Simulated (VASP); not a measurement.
A run of VASP 6.6.1 is set up as follows.

Contents of POSCAR:

```
Ga4PN3
1.0
   -2.3797459091      2.3797459091      4.6919311246
    2.3797459091     -2.3797459091      4.6919311246
    2.3797459091      2.3797459091     -4.6919311246
N Ga P
3 4 1
Direct
    0.2500000000      0.7500000000      0.5000000000
    0.5000000000      0.5000000000      0.0000000000
    0.7500000000      0.2500000000      0.5000000000
    0.8586653430      0.4116748399      0.0000000000
    0.1413346570      0.1413346570      0.5530094969
    0.4116748399      0.8586653430      0.0000000000
    0.5883251601      0.5883251601      0.4469905031
    0.0000000000      0.0000000000      0.0000000000
```

INCAR.step1

```
SYSTEM = Ga4PN3
PREC     = Accurate       ! precision mode
ENCUT    = 520            ! plane-wave cutoff, eV
ISMEAR   = 0              ! smearing method
SIGMA    = 0.01           ! smearing width, eV
LREAL    = .False.        ! projectors in reciprocal space
LASPH    = .True.         ! aspherical terms in the spheres
NELM     = 60             ! most SCF steps
NBANDS   = 46             ! bands
GGA      = PE             ! functional
ALGO     = Normal         ! electronic algorithm
EDIFF    = 1E-4           ! SCF threshold, eV
LWAVE    = .True.         ! write WAVECAR
LCHARG   = .False.        ! write CHGCAR
```

The input INCAR.step2:

```
SYSTEM = Ga4PN3
PREC     = Accurate       ! precision mode
ENCUT    = 520            ! plane-wave cutoff, eV
EDIFF    = 1E-7           ! SCF threshold, eV
ISMEAR   = 0              ! smearing method
SIGMA    = 0.01           ! smearing width, eV
LREAL    = .False.        ! projectors in reciprocal space
LASPH    = .True.         ! aspherical terms in the spheres
NELM     = 60             ! most SCF steps
ALGO     = Normal         ! electronic algorithm
ISIF     = 2              ! what is computed and relaxed
LWAVE    = .False.        ! write WAVECAR
LCHARG   = .False.        ! write CHGCAR
METAGGA  = R2SCAN         ! meta-GGA
LMIXTAU  = .True.       
NBANDS   = 46             ! bands
ISTART   = 1
```

File KPOINTS:

```
regular mesh
0
Gamma
  8 8 8
  0 0 0
```

Potentials or basis: VASP PAW PBE potentials, release 64 (N, Ga_d, P).

The run is started by

```sh
$ cat potpaw_PBE.64/N/POTCAR potpaw_PBE.64/Ga_d/POTCAR potpaw_PBE.64/P/POTCAR > POTCAR
$ cp INCAR.step1 INCAR
$ mpirun -np 1 vasp_std > vasp.out
$ cp INCAR.step2 INCAR
$ mpirun -np 1 vasp_std > vasp.out
```

Task: Predict the pressure.

Result: 0.6 GPa.

Task: Estimate the band gap on the k mesh.

Result: 1.11 eV.

Task: Predict the largest force.

Result: 0.048 eV/Å.

Forces in eV/Å, atoms in the order of the input:
```
N    0.000  0.000  0.000
N    0.000  0.000  0.000
N    0.000  0.000  0.000
Ga  -0.030  0.030 -0.023
Ga  -0.030 -0.030  0.023
Ga   0.030 -0.030 -0.023
Ga   0.030  0.030  0.023
P    0.000  0.000  0.000
```

Caveat: the PAW data sets were made with another functional, which shifts forces and pressure a little.
